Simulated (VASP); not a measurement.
A run of VASP 6.6.1:

The input INCAR:

```
SYSTEM = RbNa2
ALGO = Normal
EDIFF = 1E-6
EDIFFG = -0.04
ENCUT = 600
GGA = PE
IBRION = 2
ISIF = 3
ISMEAR = 0
LASPH = .TRUE.
LCHARG = .FALSE.
LREAL = .FALSE.
LWAVE = .FALSE.
NELM = 60
NSW = 90
PREC = Accurate
SIGMA = 0.1
```

File KPOINTS:

```
k-points
0
G
  4 4 2
  0 0 0
```

POSCAR

```
RbNa2
1.0
    3.8885786000      0.0000000000      0.0000000000
    0.0000000000      3.8885786000      0.0000000000
    0.0000000000      0.0000000000     11.2138198400
Rb Na
2 4
Direct
    0.0000000000      0.0000000000      0.0000000000
    0.5000000000      0.5000000000      0.5000000000
    0.0000000000      0.5000000000      0.1250000000
    0.0000000000      0.5000000000      0.6250000000
    0.5000000000      0.0000000000      0.3750000000
    0.5000000000      0.0000000000      0.8750000000
```

Potentials or basis: VASP PAW PBE potentials, release 64 (Rb_sv, Na_pv).

The run is started by

```bash
$ cat potpaw_PBE.64/Rb_sv/POTCAR potpaw_PBE.64/Na_pv/POTCAR > POTCAR
$ mpirun -np 1 vasp_std > vasp.out
```

Hardware: 1 thread of Oxide Virtual Turin-like Processor, on a shared host.

**Question.** How long does it take, and how much memory?

**Answer.** It took 17 min on 1 thread of Oxide Virtual Turin-like Processor, on a shared host, peak memory 0.29 GiB. Counts: scf iterations 198, k points 12, ion steps 22.
